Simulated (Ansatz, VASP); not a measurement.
**Two plane-wave programs on HfN**

INCAR

```
SYSTEM = HfN
PREC = Accurate
ENCUT = 520
EDIFF = 1E-6
ISMEAR = 0
SIGMA = 0.15
LREAL = .False.
LASPH = .True.
NELM = 80
ALGO = Normal
ISIF = 2
LWAVE = .False.
LCHARG = .False.
GGA = PS
NBANDS = 14
```

KPOINTS

```
Automatic mesh
0
Gamma
  18 18 18
  0 0 0
```

The input POSCAR:

```
HfN
1.0
    0.0000000000      2.1686400000      2.4397200000
    2.1686400000      0.0000000000      2.4397200000
    2.1686400000      2.1686400000      0.0000000000
Hf N
1 1
Direct
    0.0000000000      0.0000000000      0.0000000000
    0.5000000000      0.5000000000      0.5000000000
```

Input for Ansatz:

```yaml
crystal:
  lattice:
    - [0.0, 2.16864, 2.43972]
    - [2.16864, 0.0, 2.43972]
    - [2.16864, 2.16864, 0.0]
  atoms:
    - { symbol: Hf, position: [0.0, 0.0, 0.0] }
    - { symbol: "N", position: [0.5, 0.5, 0.5] }
basis:
  ecutwfc: 420
kpoints:
  mp_grid: { grid: [18, 18, 18] }
hamiltonian:
  xc: pbesol
scf:
  occupations: { method: gaussian, width: 0.15 }
output:
  forces: true
  stress: true
  eigenvalues: true
```

Change from the starting cell: strain -0.040 along x and y, +0.080 along z, atoms carried along.

Alike in both runs: task single point; functional PBEsol; k mesh 18 × 18 × 18; occupations gaussian, width 0.15 eV; no spin polarisation.

|  | VASP | Ansatz |
| --- | --- | --- |
| version | VASP 6.6.1 | Ansatz 0.2.0 |
| potentials or method | VASP PAW PBE potentials, release 64 (Hf_pv, N), cutoff 520 eV | scalar-relativistic, plane waves, PAW |
| valence electrons in the cell | 15 | 31 |

```csv
,VASP,Ansatz,Ansatz less VASP
gap on the k mesh at the Fermi level (eV),none,none,-
pressure (GPa),5.0,7.0,+2.01
"traceless stress, the component that is largest in VASP (GPa)",-32.07,-32.21,-0.139
```

VASP's potentials were made for PBE, not for PBEsol. A gap of «none» marks a metal or a gap that the smearing closes. VASP's potentials hold 15 valence electrons a cell and Ansatz's 31, so a difference there can come from the potentials and not from the codes.

Spin-orbit coupling is off throughout.
